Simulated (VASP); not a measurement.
FeO:

```
Fe O
1.0
     0.00000    2.11140    2.11140
     2.11140    0.00000    2.11140
     2.11140    2.11140    0.00000
Fe O
1 1
Cartesian
  0.0000 0.0000 0.0000
  2.1114 2.1114 2.1114
```

Base run:

```yaml
Program: VASP 6.6.1
Functional: PBE
Potentials_or_basis: VASP PAW PBE potentials, release 64 (Fe_sv, O)
Cutoff: 600 eV
k_mesh: 11 × 11 × 11
Occupations: fermi-dirac, width 0.05 eV
Spin: collinear spin, ferromagnetic start
Starting_moments: "[3.0, 0.0] μB"
```

Its results: band gap on the k mesh zero (filled and empty bands overlap); pressure 10.4 GPa; net moment 4.00 μB per cell; site moments Fe +3.47; O +0.31 μB.

**Question.** The run is repeated on the same cell with these changes: potentials or basis from VASP PAW PBE potentials, release 64 (Fe_sv, O) to VASP PAW PBE potentials, release 64 (Fe, O); cutoff from 600 eV to 520 eV; further incar settings from ALGO = Normal; EDIFF = 1e-06; NBANDS = 22 to ALGO = Normal; EDIFF = 1e-06; NBANDS = 18; valence electrons from 22 to 14. What comes out?

**Answer.** Band gap on the k mesh zero (filled and empty bands overlap); pressure 13.1 GPa; net moment 4.00 μB per cell; site moments Fe +3.61; O +0.31 μB.

Caveats: a cell with one magnetic atom can't hold antiferromagnetic order, which such compounds often take; semilocal functionals often make such compounds metallic where correlation or magnetic order opens a gap, which also shifts bond lengths.
